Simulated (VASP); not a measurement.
Write the native input for VASP 6.6.1 that does the following.

```yaml
Task: relaxation of cell and atoms
Functional: PBE
Potentials_or_basis: VASP PAW PBE potentials, release 64 (Ti_sv)
Cutoff: 600 eV
k_mesh: 16 × 16 × 16
Occupations: fermi-dirac, width 0.05 eV
Spin: no spin polarisation
Target_pressure: 350 GPa
Dipole_correction: no
Further_INCAR_settings: ALGO = Normal; EDIFF = 1e-06; IBRION = 2; EDIFFG = -0.005; NSW = 60; ISIF = 3
```

The structure of Ti lies in POSCAR:

```
Ti
1.0
    0.0000000000      1.9623357748      1.9623357748
    1.9623357748      0.0000000000      1.9623357748
    1.9623357748      1.9623357748      0.0000000000
Ti
2
Direct
   -0.1250000000     -0.1250000000     -0.1250000000
    0.1250000000      0.1250000000      0.1250000000
```

The input as run:

INCAR

```
SYSTEM = Ti
ALGO = Normal
EDIFF = 1E-6
EDIFFG = -0.005
ENCUT = 600
GGA = PE
IBRION = 2
ISIF = 3
ISMEAR = -1
LASPH = .True.
LCHARG = .False.
LREAL = .False.
LWAVE = .False.
NELM = 60
NSW = 60
PREC = Accurate
PSTRESS = 3500.0
SIGMA = 0.05
```

KPOINTS

```
k-points
0
Gamma
  16 16 16
  0 0 0
```

Potentials or basis: VASP PAW PBE potentials, release 64 (Ti_sv).

Run with:

```console
$ cat potpaw_PBE.64/Ti_sv/POTCAR > POTCAR
$ mpirun -np 1 vasp_std > vasp.out
```

Results of the run:

```
Relaxed volume                                         : 8.41 Å³/atom
Relaxed cell                                           : a = 2.875 Å, b = 2.875 Å, c = 2.875 Å, α = 60.00°, β = 60.00°, γ = 60.00°
Space group after relaxing (to 0.05 Å)                 : Fd-3m (No. 227)
Energy change on relaxing (the enthalpy is what falls) : -2272.7 meV/atom
Ionic steps                                            : 5
Pressure after relaxing                                : 350.0 GPa
Band gap on the k mesh                                 : zero (band 12 reaches 20.77 eV, above the bottom of band 13 at 16.96 eV)
```

Caveat: the cell is relaxed towards a set pressure, so the enthalpy falls and the energy may rise.

Wall time 2.5 min on 1 thread of Intel Xeon 6975P-C, with other jobs on the host, peak memory 0.17 GiB.
